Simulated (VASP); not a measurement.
Input of a VASP 6.6.1 run:

The input POSCAR:

```
HgTe
1.0
    0.0000000000      3.3549410440      3.1897659873
    3.3549410440      0.0000000000      3.1897659873
    3.3549410440      3.3549410440      0.0000000000
Hg Te
1 1
Direct
    0.0000000000      0.0000000000      0.0000000000
    0.2500000000      0.2500000000      0.2500000000
```

INCAR.step1

```
PREC = Accurate
ENCUT = 520
EDIFF = 1E-5
ISMEAR = -1
SIGMA = 0.02
LREAL = False
LASPH = True
NELM = 80
ALGO = Normal
ISIF = 2
LWAVE = True
LCHARG = False
NBANDS = 16
GGA = PE
```

File INCAR.step2:

```
PREC = Accurate
ENCUT = 520
EDIFF = 1E-7
ISMEAR = -1
SIGMA = 0.02
LREAL = False
LASPH = True
NELM = 80
ALGO = Normal
ISIF = 2
LWAVE = False
LCHARG = False
GGA = PE
LHFCALC = True
HFSCREEN = 0.2079
PRECFOCK = Normal
NBANDS = 16
ISTART = 1
```

Contents of KPOINTS:

```
regular mesh
0
Gamma
  4 4 4
```

Potentials or basis: VASP PAW PBE potentials, release 64 (Hg, Te).

Command:

```bash
$ cat potpaw_PBE.64/Hg/POTCAR potpaw_PBE.64/Te/POTCAR > POTCAR
$ cp INCAR.step1 INCAR
$ mpirun -np 1 vasp_std > vasp.out
$ cp INCAR.step2 INCAR
$ mpirun -np 1 vasp_std > vasp.out
```

(1) Estimate the band gap on the k mesh.

(2) What does it give for the pressure?

## Answers

(1) 0.20 eV.

(2) -0.3 GPa.

Caveat: the cell differs from its parent crystal (epitaxial xy strain +2.0%); the PAW data sets were made with another functional, which shifts forces and pressure a little; spin-orbit coupling is left out, which moves the levels of the heavy elements.
